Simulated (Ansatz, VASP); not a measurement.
**Si in VASP and in Ansatz**

```
CELL_PARAMETERS angstrom
2.53211 0.00000 0.00000
0.00000 2.53211 0.00000
0.00000 0.00000 2.53211
ATOMIC_POSITIONS crystal
Si 0.00000 0.00000 0.00000
```

Alike in both runs: functional PBE; k mesh 14 × 14 × 14; occupations gaussian, width 0.025 eV; no spin polarisation.

Ansatz relaxed the structure, and its values are those at the end. VASP's run is a single point on that final structure, the one shown.

|  | VASP | Ansatz |
| --- | --- | --- |
| version | VASP 6.6.1 | Ansatz 0.2.0 |
| potentials or method | VASP PAW PBE potentials, release 64 (Si) | PAW with Ansatz's default frozen-core files, scalar-relativistic |
| plane-wave cutoff (eV) | 520 | 420 |
| valence electrons in the cell | 4 | 4 |

```csv
,VASP,Ansatz,Ansatz less VASP
pressure (GPa),0.0,0.0,+0.04
```
